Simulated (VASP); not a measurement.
A run of VASP 6.6.1 is set up as follows.

Contents of POSCAR:

```
BN
1.0
    0.0000000000     -1.8130010000     -1.8130010000
    0.0000000000      1.8130010000     -1.8130010000
    3.6260020000      0.0000000000      0.0000000000
B N
2 2
Direct
    0.5000000000      0.5000000000      0.4958632124
    0.0000000000      0.0000000000      0.0041367876
    0.0000000000      0.5000000000      0.2500000000
    0.5000000000      0.0000000000      0.7500000000
```

File INCAR.step1:

```
PREC = Accurate
ENCUT = 1460
ISMEAR = 0
SIGMA = 0.05
LREAL = F
LASPH = T
NELM = 120
NBANDS = 16
GGA = PE
ALGO = Normal
EDIFF = 1E-5
LWAVE = T
LCHARG = F
GGA_COMPAT = F
```

The input INCAR.step2:

```
PREC = Accurate
ENCUT = 1460
EDIFF = 1E-6
ISMEAR = 0
SIGMA = 0.05
LREAL = F
LASPH = T
NELM = 120
ALGO = Normal
ISIF = 2
LWAVE = F
LCHARG = T
METAGGA = R2SCAN
LMIXTAU = T
LELF = T
LVHAR = T
NBANDS = 16
ISTART = 1
GGA_COMPAT = F
```

KPOINTS

```
Automatic mesh
0
Gamma
  10 10 6
```

Potentials or basis: VASP PAW PBE potentials, release 64 (B_h, N_h).

Command:

```sh
$ cat potpaw_PBE.64/B_h/POTCAR potpaw_PBE.64/N_h/POTCAR > POTCAR
$ cp INCAR.step1 INCAR
$ mpirun -np 1 vasp_std > vasp.out
$ cp INCAR.step2 INCAR
$ mpirun -np 1 vasp_std > vasp.out
```

(1) Estimate the band gap on the k mesh.

(2) Estimate the largest force.

Answers

(1) 4.71 eV.

(2) 0.798 eV/Å.

Caveat: the cell differs from its parent crystal (atoms displaced along a vibrational mode); the cell stands under tension; the PAW data sets were made with another functional, which shifts forces and pressure a little.
